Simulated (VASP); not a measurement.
# TiAl: single point with r2SCAN

TiAl:

```
Ti Al
1.0
     2.86726    0.00000    0.00000
    -1.43363    2.48312    0.00000
     0.00000    0.00000    4.67808
Ti Al
1 1
Cartesian
  -0.1732 -0.1732 -0.1732
  0.0000 1.6554 2.3390
```

This cell differs from its parent crystal: all Ti atoms moved -0.300 Å, as atom 1 along Cartesian [1 1 1].

* Program: VASP 6.6.1
* Task: single point
* Functional: r2SCAN
* Potentials or basis: VASP PAW PBE potentials, release 64 (Ti_sv, Al)
* Cutoff: 550 eV
* k mesh: 18 × 18 × 10
* Occupations: gaussian, width 0.15 eV
* Spin: no spin polarisation

The pressure is 1.1 GPa. The largest force is 1.538 eV/Å and the band gap on the k mesh is zero (an odd number of electrons rules out a gap without spin polarisation).

Forces on the atoms (eV/Å):
```
Ti   0.554  0.382  1.382
Al  -0.554 -0.382 -1.382
```

Stress tensor (GPa, compression positive):
```
 3.46  2.68  1.83
 2.68 -2.54  1.24
 1.83  1.24  2.39
```

Levels at points of the mesh, in eV from the Fermi level:
```tsv
k point	band 4	band 5	band 6	band 7	band 8	band 9	band 10	band 11	band 12	band 13
(0.00, 0.00, 0.00)	-33.68	-9.44	-2.51	-1.95	1.41	1.44	2.98	3.13	4.18	13.70
(0.50, 0.00, 0.00)	-33.83	-3.93	-3.02	-1.56	-1.05	2.40	4.21	4.23	4.63	5.57
(0.00, 0.50, 0.00)	-33.81	-3.91	-3.13	-1.30	-1.00	2.29	4.12	4.21	4.37	5.50
(0.50, 0.50, 0.00)	-33.82	-3.92	-3.10	-1.39	-1.02	2.33	4.20	4.29	4.32	5.52
(0.00, 0.00, 0.50)	-33.68	-8.52	-5.59	-0.45	1.42	1.46	2.91	3.04	7.11	11.55
(0.50, 0.00, 0.50)	-33.83	-3.82	-2.76	-1.71	0.28	1.07	2.19	3.35	4.21	6.96
(0.00, 0.50, 0.50)	-33.81	-3.85	-2.56	-1.88	0.56	1.08	2.10	3.16	4.21	6.79
(0.50, 0.50, 0.50)	-33.82	-3.84	-2.62	-1.83	0.47	1.06	2.13	3.24	4.21	6.85
```

Wall time 20 min on 1 thread of Intel(R) Xeon(R) Platinum 8488C (Sapphire Rapids), with other jobs on the host, peak memory 0.9 GiB.

Caveat: the cell differs from its parent crystal (all Ti atoms moved -0.300 Å, as atom 1 along Cartesian [1 1 1]); the stress differs along the axes, from -3 to 3 GPa; the PAW data sets were made with another functional, which shifts forces and pressure a little.
